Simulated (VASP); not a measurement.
# Cu (I4_1/amd) in VASP: a series of runs

Cu is run at these levels: PBE; tasks: single point.

Program: VASP 6.6.1. These are calculated values, not measurements. Logs are shortened: lines on timing, memory, paths and dates and some standing lists are left out, and cuts for length are marked.

### 1 The cell of the first run

It takes space group I4_1/amd (No. 141, tetragonal). Conventional cell: a = 4.233 Å, b = 4.233 Å, c = 2.249 Å, α = 90.00°, β = 90.00°, γ = 90.00°. Cu (site symmetry -4m2) has 10 Cu at 2.19 to 2.71 Å within 2.9 Å.

### 2 Single point, PBE

INCAR reads:

```
SYSTEM = Cu
PREC = Accurate ; ENCUT = 520
EDIFF = 1E-6 ; ISMEAR = -1
SIGMA = 0.05 ; LREAL = .FALSE.
LASPH = .TRUE. ; NELM = 100
ALGO = Normal ; ISIF = 2
LWAVE = .FALSE. ; LCHARG = .TRUE.
GGA = PE ; LELF = .TRUE.
LVHAR = .TRUE. ; NBANDS = 18
```

KPOINTS reads:

```
regular mesh
0
G
  19 19 19
  0 0 0
```

POSCAR reads:

```
Cu
1.0
   -2.1165562024      2.1165562024      1.1243534111
    2.1165562024     -2.1165562024      1.1243534111
    2.1165562024      2.1165562024     -1.1243534111
Cu
2
Direct
   -0.3750000000     -0.1250000000     -0.2500000000
    0.3750000000      0.1250000000      0.2500000000
```

Potentials or basis: VASP PAW PBE potentials, release 64 (Cu).

The run is started by

```
cat potpaw_PBE.64/Cu/POTCAR > POTCAR
mpirun -np 1 vasp_std > vasp.out
```

OUTCAR:

```text
SYSTEM = Cu
   PREC = Accurate
   ENCUT = 520
   EDIFF = 1E-6
   ISMEAR = -1
   LREAL = .FALSE.
   LASPH = .TRUE.
   NELM = 100
   ISIF = 2
   GGA = PE

 ion  position               nearest neighbor table
   1  0.625  0.875  0.750-   2 2.19   2 2.19   2 2.19   2 2.19   2 2.71   2 2.71   2 2.71   2 2.71

   2  0.375  0.125  0.250-   1 2.19   1 2.19   1 2.19   1 2.19   1 2.71   1 2.71   1 2.71   1 2.71

  LATTYP: Found a body centered tetragonal cell.
 ALAT       =     4.2331124048
 C/A-ratio  =     0.5312183111

  Lattice vectors:

 A1 = (  -2.1165562024,   2.1165562024,   1.1243534111)
 A2 = (   2.1165562024,  -2.1165562024,   1.1243534111)
 A3 = (   2.1165562024,   2.1165562024,  -1.1243534111)

Analysis of symmetry for initial positions (statically):
=====================================================================
 Subroutine PRICEL returns:
 Original cell was already a primitive cell.

 Routine SETGRP: Setting up the symmetry group for a
 body centered tetragonal supercell.

 Subroutine GETGRP returns: Found 16 space group operations
 (whereof  4 operations were pure point group operations)
 out of a pool of 16 trial point group operations.

The static configuration has the point symmetry C_2h.
 The point group associated with its full space group is D_4h.

Analysis of symmetry for dynamics (positions and initial velocities):
=====================================================================
 Subroutine PRICEL returns:
 Original cell was already a primitive cell.

 Routine SETGRP: Setting up the symmetry group for a
 body centered tetragonal supercell.

 Subroutine GETGRP returns: Found 16 space group operations
 (whereof  4 operations were pure point group operations)
 out of a pool of 16 trial point group operations.

The dynamic configuration has the point symmetry C_2h.
 The point group associated with its full space group is D_4h.

 Subroutine INISYM returns: Found 16 space group operations
 (whereof  4 operations are pure point group operations),
 and found     1 'primitive' translations

----------------------------------------------------------------------------------------

                                     Primitive cell

  volume of cell :      20.1476

  direct lattice vectors                    reciprocal lattice vectors
    -2.116556202  2.116556202  1.124353411     0.000000000  0.236232801  0.444700034
     2.116556202 -2.116556202  1.124353411     0.236232801  0.000000000  0.444700034
     2.116556202  2.116556202 -1.124353411     0.236232801  0.236232801  0.000000000

  length of vectors
     3.197466326  3.197466326  3.197466326     0.503551444  0.503551444  0.334083631

  position of ions in fractional coordinates (direct lattice)
     0.625000000  0.875000000  0.750000000
     0.375000000  0.125000000  0.250000000

  ion indices of the primitive-cell ions
   primitive index   ion index
                 1           1
                 2           2

----------------------------------------------------------------------------------------

 KPOINTS: regular mesh

Automatic generation of k-mesh.
 Grid dimensions read from file:
 generate k-points for:   19   19   19

 Generating k-lattice:

  Cartesian coordinates                     Fractional coordinates (reciprocal lattice)
     0.000000000  0.012433305  0.023405265     0.052631579  0.000000000 -0.000000000
     0.012433305  0.000000000  0.023405265     0.000000000  0.052631579 -0.000000000
     0.012433305  0.012433305  0.000000000     0.000000000  0.000000000  0.052631579

  Length of vectors
     0.026502708  0.026502708  0.017583349

  Shift w.r.t. Gamma in fractional coordinates (k-lattice)
     0.000000000  0.000000000  0.000000000

 Subroutine IBZKPT returns following result:
 ===========================================

 Found    550 irreducible k-points:

 Following reciprocal coordinates:
            Coordinates               Weight
  0.000000  0.000000  0.000000      1.000000
  0.052632  0.000000 -0.000000      8.000000
  0.105263  0.000000 -0.000000      8.000000
  0.157895 -0.000000  0.000000      8.000000
  0.210526  0.000000  0.000000      8.000000
  0.263158  0.000000 -0.000000      8.000000
[... 16 lines left out ...]
 -0.315789  0.052632  0.000000     16.000000
 -0.263158  0.052632  0.000000     16.000000
 [... further k-points ...]
   k-points           NKPTS =    550   k-points in BZ     NKDIM =    550   number of bands    NBANDS=     18
   number of dos      NEDOS =    301   number of ions     NIONS =      2
   total plane-waves  NPLWV =  13824
   dimension x,y,z NGX =    24 NGY =   24 NGZ =   24
   dimension x,y,z NGXF=    48 NGYF=   48 NGZF=   48
   ions per type =               2
   NGX,Y,Z   is equivalent  to a cutoff of  12.48, 12.48, 12.48 a.u.
   NGXF,Y,Z  is equivalent  to a cutoff of  24.96, 24.96, 24.96 a.u.
 SYSTEM =  Cu
   PREC   = accura    normal or accurate (medium, high low for compatibility)
   ISTART =      0    job   : 0-new  1-cont  2-samecut
   ICHARG =      2    charge: 1-file 2-atom 10-const
   ISPIN  =      1    spin polarized calculation?
   LNONCOLLINEAR =      F non collinear calculations
   LSORBIT =      F    spin-orbit coupling
   LASPH  =      T    aspherical Exc in radial PAW
   ENCUT  =  520.0 eV  38.22 Ry    6.18 a.u.   5.95  5.95  5.95*2*pi/ulx,y,z
   NELM   =    100;   NELMIN=  2; NELMDL= -5     # of ELM steps
   EDIFF  = 0.1E-05   stopping-criterion for ELM
   LREAL  =      F    real-space projection
   EDIFFG = 0.1E-04   stopping-criterion for IOM
   NSW    =      0    number of steps for IOM
   IBRION =     -1    ionic relax: 0-MD 1-quasi-New 2-CG
   NFREE  =      0    steps in history (QN), initial steepest desc. (CG)
   ISIF   =      2    stress and relaxation
   ISYM   =      2    0-nonsym 1-usesym 2-fastsym
   POTIM  = 0.5000    time-step for ionic-motion
   TEBEG  =    0.0;   TEEND  =   0.0 temperature during run
   PSTRESS=    0.0 pullay stress
   NELECT =      22.0000    total number of electrons
   NUPDOWN=      -1.0000    fix difference up-down
   EMIN   =  10.00;   EMAX   =-10.00  energy-range for DOS
   EFERMI =   0.00;   METHOD = LEGACY
   ISMEAR =    -1;   SIGMA  =   0.05  broadening in eV -4-tet -1-fermi 0-gaus
   EFERMI_NEDOS =   21; number of points for ismear=-14 and -15
   IALGO  =     38    algorithm
   IMIX   =      4    mixing-type and parameters
     AMIX     =   0.40;   BMIX     =  1.00
     AMIX_MAG =   1.60;   BMIX_MAG =  1.00
  volume/ion in A,a.u.               =      10.07        67.98
  Fermi-wavevector in a.u.,A,eV,Ry     =   1.685809  3.185716 38.667082  2.841950
  Thomas-Fermi vector in A             =   2.768586
   LORBIT       =      0    0 simple, 1 ext, 2 COOP (PROOUT), +10 PAW based schemes
   GGA     = PE    functional components
   LHFCALC =     F    Hartree Fock is set to
   AEXX    =    0.0000 exact exchange contribution
   IVDW    =     0    specifies the selected vdW correction
   LEPSILON=     F    determine dielectric tensor
   LRPA    =     F    only Hartree local field effects (RPA)
 non-spin polarized calculation
  energy-cutoff  :      520.00
  volume of cell :       20.15
 maximum number of plane-waves:       555
   NGX = 11   NGY = 11   NGZ = 11

 number of electron      22.0000020 magnetization

 Free energy of the ion-electron system (eV)
  ---------------------------------------------------
  ext. energy  EPLUGINS =         0.00000000
  ---------------------------------------------------
  free energy    TOTEN  =        -5.89995952 eV

  energy without entropy =       -5.89540498  energy(sigma->0) =       -5.89768225

 E-fermi :   9.7480     XC(G=0): -13.6197

 val. band max:        9.7433983619   @ k =  -0.2105  -0.2632   0.1579
 cond. band min:       9.7508712551   @ k =   0.4211   0.0526  -0.0000
 fundamental gap:      0.0074728931
 Fermi energy:         9.7480109931

 k-point     1 :       0.0000    0.0000    0.0000
  band No.  band energies     occupation
      1      -0.8186      2.00000
      2       3.6979      2.00000
      3       4.6280      2.00000
      4       4.8728      2.00000
      5       5.2937      2.00000
      6       7.3249      2.00000
[... 10 lines left out ...]
     17      32.0099      0.00000
     18      36.0507      0.00000

 k-point     2 :       0.0526    0.0000   -0.0000
  band No.  band energies     occupation
      1      -0.7052      2.00000
      2       3.7397      2.00000
      3       4.6249      2.00000
      4       4.9634      2.00000
      5       5.3349      2.00000
      6       7.1450      2.00000
[... 10 lines left out ...]
     17      32.1558      0.00000
     18      34.8048      0.00000

 k-point     3 :       0.1053    0.0000   -0.0000
  band No.  band energies     occupation
      1      -0.3691      2.00000
      2       3.8607      2.00000
      3       4.6510      2.00000
      4       5.1852      2.00000
      5       5.4510      2.00000
      6       6.8404      2.00000
[... 10 lines left out ...]
     17      31.9159      0.00000
     18      32.3793      0.00000

 k-point     4 :       0.1579   -0.0000    0.0000
  band No.  band energies     occupation
      1       0.1770      2.00000
      2       4.0454      2.00000
      3       4.7206      2.00000
      4       5.4405      2.00000
      5       5.6420      2.00000
      6       6.4727      2.00000
[... 375 lines left out ...]
      4       5.4511      2.00000
      5       5.9545      2.00000
      6       6.1086      2.00000
[... 10 lines left out ...]
     17      27.0071      0.00000
     18      27.9943      0.00000

 k-point    23 :      -0.3158    0.0526    0.0000
  band No.  band energies     occupation
      1       2.0018      2.00000
      2       4.4427      2.00000
      3       4.9010      2.00000
      4       5.4535      2.00000
      5       5.9123      2.00000
      6       6.1131      2.00000
[... 10 lines left out ...]
     17      27.0938      0.00000
     18      27.5219      0.00000

 k-point    24 :      -0.2632    0.0526    0.0000
  band No.  band energies     occupation
      1       1.1266      2.00000
      2       4.3035      2.00000
      3       4.8568      2.00000
      4       5.4353      2.00000
      5       5.8664      2.00000
      6       6.2257      2.00000
[... 10 lines left out ...]
     17      27.8748      0.00000
     18      28.4748      0.00000

 [... further k-points ...]

------------------------ aborting loop because EDIFF is reached ----------------------------------------

  FORCE on cell =-STRESS in cart. coord.  units (eV):
  Direction    XX          YY          ZZ          XY          YZ          ZX
  --------------------------------------------------------------------------------------
  -------------------------------------------------------------------------------------
  Total        7.6088612      7.6088612      7.6325601     -0.0000000      0.0000000      0.0000000
  in kB      605.0730384    605.0730384    606.9576287     -0.0000000      0.0000000      0.0000000
  external PRESSURE =     605.7012352 kB  Pullay stress =       0.0000000 kB

 VOLUME and BASIS-vectors are now :
 -----------------------------------------------------------------------------
  energy-cutoff  :      520.00
  volume of cell :       20.15
      direct lattice vectors                 reciprocal lattice vectors
    -2.116556202  2.116556202  1.124353411     0.000000000  0.236232801  0.444700034
     2.116556202 -2.116556202  1.124353411     0.236232801  0.000000000  0.444700034
     2.116556202  2.116556202 -1.124353411     0.236232801  0.236232801  0.000000000

 POSITION                                       TOTAL-FORCE (eV/Angst)
 -----------------------------------------------------------------------------------
      2.11656      1.05828      0.84327         0.000000      0.000000     -0.000000
      0.00000      1.05828      0.28109        -0.000000     -0.000000      0.000000
 -----------------------------------------------------------------------------------
    total drift:                               -0.000000      0.000000      0.000000

  FREE ENERGIE OF THE ION-ELECTRON SYSTEM (eV)
  ---------------------------------------------------
  free  energy   TOTEN  =        -5.8999595212 eV

  energy  without entropy=       -5.8954049819  energy(sigma->0) =       -5.89768225
```

Run time: 3 min. Hardware: 1 thread of Intel Xeon 8259CL, shared host; peak memory 0.27 GiB.

What came out:

* Free energy: -5.9000 eV
* Pressure: 60.6 GPa
* Band gap on the k mesh: zero (bands 11 and 12 overlap by 5.89 eV)

Stress tensor (GPa, compression positive):
```
60.51  0.00  0.00
 0.00 60.51  0.00
 0.00  0.00 60.70
```

Caveat: the cell stands under pressure.

### 3 Single point, PBE

INCAR reads:

```
SYSTEM = Cu
PREC = Accurate
ENCUT = 520
EDIFF = 1E-6
ISMEAR = -1
SIGMA = 0.05
LREAL = .FALSE.
LASPH = .TRUE.
NELM = 80
ALGO = Normal
ISIF = 2
LWAVE = .FALSE.
LCHARG = .FALSE.
GGA = PE
NBANDS = 18
```

KPOINTS reads:

```
Automatic mesh
0
G
  19 19 19
  0 0 0
```

POSCAR reads:

```
Cu
1.0
   -2.1169908697      2.1169908697      1.1245651336
    2.1169908697     -2.1169908697      1.1245651336
    2.1169908697      2.1169908697     -1.1245651336
Cu
2
Direct
   -0.3750000000     -0.1250000000     -0.2500000000
    0.3750000000      0.1250000000      0.2500000000
```

Potentials or basis: VASP PAW PBE potentials, release 64 (Cu).

The run is started by

```
cat potpaw_PBE.64/Cu/POTCAR > POTCAR
mpirun -np 1 vasp_std > vasp.out
```

OUTCAR:

```text
SYSTEM = Cu
   PREC = Accurate
   ENCUT = 520
   EDIFF = 1E-6
   ISMEAR = -1
   LREAL = .FALSE.
   LASPH = .TRUE.
   NELM = 80
   ISIF = 2
   GGA = PE

 ion  position               nearest neighbor table
   1  0.625  0.875  0.750-   2 2.19   2 2.19   2 2.19   2 2.19   2 2.71   2 2.71   2 2.71   2 2.71

   2  0.375  0.125  0.250-   1 2.19   1 2.19   1 2.19   1 2.19   1 2.71   1 2.71   1 2.71   1 2.71

  LATTYP: Found a body centered tetragonal cell.
 ALAT       =     4.2339817394
 C/A-ratio  =     0.5312092507

  Lattice vectors:

 A1 = (  -2.1169908697,   2.1169908697,   1.1245651336)
 A2 = (   2.1169908697,  -2.1169908697,   1.1245651336)
 A3 = (   2.1169908697,   2.1169908697,  -1.1245651336)

Analysis of symmetry for initial positions (statically):
=====================================================================
 Subroutine PRICEL returns:
 Original cell was already a primitive cell.

 Routine SETGRP: Setting up the symmetry group for a
[... 164 lines left out ...]
  ---------------------------------------------------
  free energy    TOTEN  =        -5.90451939 eV

  energy without entropy =       -5.89996349  energy(sigma->0) =       -5.90224144

 E-fermi :   9.7390     XC(G=0): -13.6160

 val. band max:        9.7341064029   @ k =  -0.2105  -0.2632   0.1579
 cond. band min:       9.7419718605   @ k =   0.4211   0.0526  -0.0000
 fundamental gap:      0.0078654576
 Fermi energy:         9.7389871610

 k-point     1 :       0.0000    0.0000    0.0000
  band No.  band energies     occupation
      1      -0.8224      2.00000
      2       3.6937      2.00000
      3       4.6226      2.00000
      4       4.8670      2.00000
      5       5.2877      2.00000
      6       7.3173      2.00000
[... 481 lines left out ...]
      5       5.8600      2.00000
      6       6.2191      2.00000
[... 10 lines left out ...]
     17      27.8587      0.00000
     18      28.4600      0.00000

 [... further k-points ...]

------------------------ aborting loop because EDIFF is reached ----------------------------------------

  FORCE on cell =-STRESS in cart. coord.  units (eV):
  Direction    XX          YY          ZZ          XY          YZ          ZX
  --------------------------------------------------------------------------------------
  -------------------------------------------------------------------------------------
  Total        7.5856340      7.5856340      7.6097027     -0.0000000      0.0000000     -0.0000000
  in kB      602.8647490    602.8647490    604.7776021     -0.0000000      0.0000000     -0.0000000
  external PRESSURE =     603.5023667 kB  Pullay stress =       0.0000000 kB

 VOLUME and BASIS-vectors are now :
 -----------------------------------------------------------------------------
  energy-cutoff  :      520.00
  volume of cell :       20.16
      direct lattice vectors                 reciprocal lattice vectors
    -2.116990870  2.116990870  1.124565134     0.000000000  0.236184297  0.444616310
     2.116990870 -2.116990870  1.124565134     0.236184297  0.000000000  0.444616310
     2.116990870  2.116990870 -1.124565134     0.236184297  0.236184297  0.000000000

 POSITION                                       TOTAL-FORCE (eV/Angst)
 -----------------------------------------------------------------------------------
      2.11699      1.05850      0.84342        -0.000000     -0.000000     -0.000000
      0.00000      1.05850      0.28114         0.000000      0.000000      0.000000
 -----------------------------------------------------------------------------------
    total drift:                               -0.000000      0.000000      0.000000

  FREE ENERGIE OF THE ION-ELECTRON SYSTEM (eV)
  ---------------------------------------------------
  free  energy   TOTEN  =        -5.9045193926 eV

  energy  without entropy=       -5.8999634884  energy(sigma->0) =       -5.90224144
```

OSZICAR:

```text
N       E                     dE             d eps       ncg     rms          rms(c)
DAV:   1     0.119957470896E+03    0.11996E+03   -0.10414E+04 21856   0.227E+03
DAV:   2    -0.134348014073E+01   -0.12130E+03   -0.11518E+03 19850   0.294E+02
DAV:   3    -0.747382661844E+01   -0.61303E+01   -0.59578E+01 21702   0.873E+01
DAV:   4    -0.753805833987E+01   -0.64232E-01   -0.64189E-01 22950   0.962E+00
DAV:   5    -0.753894370601E+01   -0.88537E-03   -0.88534E-03 24052   0.101E+00    0.103E+01
DAV:   6    -0.632219312830E+01    0.12168E+01   -0.85090E+00 21146   0.833E+01    0.344E+00
DAV:   7    -0.594133743893E+01    0.38086E+00   -0.13178E+00 22336   0.311E+01    0.102E+00
DAV:   8    -0.590706712063E+01    0.34270E-01   -0.14586E-02 29332   0.137E+00    0.371E-01
DAV:   9    -0.590448796329E+01    0.25792E-02   -0.32441E-03 26784   0.160E+00    0.204E-02
DAV:  10    -0.590451921756E+01   -0.31254E-04   -0.16345E-04 21090   0.135E-01    0.537E-03
DAV:  11    -0.590451939260E+01   -0.17504E-06   -0.36131E-06 23454   0.305E-02
   1 F= -.59045194E+01 E0= -.59022414E+01  d E =-.455590E-02
```

stdout:

```text
POSCAR found type information on POSCAR Cu
 POSCAR found :  1 types and       2 ions
 scaLAPACK will be used
 LDA part: xc-table for (Slater+PW92), standard interpolation
 POSCAR, INCAR and KPOINTS ok, starting setup
 FFT: planning ... GRIDC
 FFT: planning ... GRID_SOFT
 FFT: planning ... GRID
 WAVECAR not read
 entering main loop
```

Wall time 2.9 min (1 thread of Intel Xeon 8259CL, shared host); peak memory 0.27 GiB.

Results:

| Quantity | Value |
| --- | --- |
| Free energy | -5.9045 eV |
| Pressure | 60.4 GPa |
| Band gap on the k mesh | zero (bands 11 and 12 overlap by 5.89 eV) |

Stress tensor (GPa, compression positive):
```
60.29  0.00  0.00
 0.00 60.29  0.00
 0.00  0.00 60.48
```

Caveat: the cell stands under pressure.
